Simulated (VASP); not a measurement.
Wanted: the native input for a VASP 6.6.1 run.

```yaml
Task: single point
Functional: PBEsol
Potentials_or_basis: VASP PAW PBE potentials, release 64 (Pt, S)
Cutoff: 520 eV
k_mesh: 5 × 5 × 3
Occupations: fermi-dirac, width 0.03 eV
Spin: no spin polarisation
Dipole_correction: no
Further_INCAR_settings: ALGO = Normal; EDIFF = 1e-07; NBANDS = 18
```

The structure of PtS2 lies in POSCAR:

```
PtS2
1.0
    3.5432000000      0.0000000000      0.0000000000
   -1.7716000000      3.0685012107      0.0000000000
    0.0000000000      0.0000000000      5.0388000000
Pt S
1 2
Direct
    0.0000000000      0.0000000000      0.0000000000
    0.6666666667      0.3333333333      0.7730000000
    0.3333333333      0.6666666667      0.2270000000
```

The input as run:

INCAR

```
  ALGO = Normal
  EDIFF = 1E-7
  ENCUT = 520
  GGA = PS
  ISIF = 2
  ISMEAR = -1
  LASPH = T
  LCHARG = F
  LREAL = F
  LWAVE = F
  NBANDS = 18
  NELM = 100
  PREC = Accurate
  SIGMA = 0.03
```

KPOINTS

```
k-points
0
Gamma
  5 5 3
```

Potentials or basis: VASP PAW PBE potentials, release 64 (Pt, S).

Launch:

```bash
$ cat potpaw_PBE.64/Pt/POTCAR potpaw_PBE.64/S/POTCAR > POTCAR
$ mpirun -np 1 vasp_std > vasp.out
```

It gave:

The pressure is 6.1 GPa. The largest force is 0.954 eV/Å and the band gap on the k mesh is 1.27 eV (least direct gap 1.38 eV).

Caveat: the cell stands under pressure; the PAW data sets were made with another functional, which shifts forces and pressure a little; spin-orbit coupling is left out, which moves the levels of the heavy elements.

It took 12 s on 1 thread of Intel(R) Xeon(R) 6975P-C (Granite Rapids) (shared host), peak memory 0.17 GiB.
